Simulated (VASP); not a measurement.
Input of a VASP 6.6.1 run:

File INCAR:

```
PREC = Accurate
ENCUT = 500
EDIFF = 1E-7
ISMEAR = 0
SIGMA = 0.1
LREAL = F
LASPH = T
NELM = 120
ALGO = Normal
ISIF = 3
LWAVE = F
LCHARG = F
GGA = PE
IBRION = 2
NSW = 100
EDIFFG = -0.01
GGA_COMPAT = F
NELMIN = 4
```

The input KPOINTS:

```
regular mesh
0
Gamma
  8 8 4
```

POSCAR

```
AlGa3Sb4
1.0
    4.3982797000      0.0000000000      0.0000000000
    0.0000000000      4.3982797000      0.0000000000
    0.0000000000      0.0000000000     12.4213562000
Al Ga Sb
1 3 4
Direct
    0.0000000000      0.0000000000      0.5000000000
    0.0000000000      0.0000000000      0.0000000000
    0.5000000000      0.5000000000      0.2495650000
    0.5000000000      0.5000000000      0.7504350000
    0.5000000000      0.0000000000      0.1248070000
    0.0000000000      0.5000000000      0.3747940000
    0.5000000000      0.0000000000      0.6252060000
    0.0000000000      0.5000000000      0.8751930000
```

Potentials or basis: VASP PAW PBE potentials, release 64 (Al, Ga_d, Sb).

The run is started by

```console
$ cat potpaw_PBE.64/Al/POTCAR potpaw_PBE.64/Ga_d/POTCAR potpaw_PBE.64/Sb/POTCAR > POTCAR
$ mpirun -np 1 vasp_std > vasp.out
```

Problem. Predict the space group after relaxing (to 0.1 Å).

Solution. P-4m2 (No. 115).

Problem. What does it give for the relaxed volume?

Solution. 30.11 Å³/atom.

The path:
```csv
step,energy change (eV),largest force (eV/Å),pressure (GPa),volume (Å³)
1,0.0000,0.0102,0.09,240.29
2,-0.0001,0.0049,-0.02,240.88
```
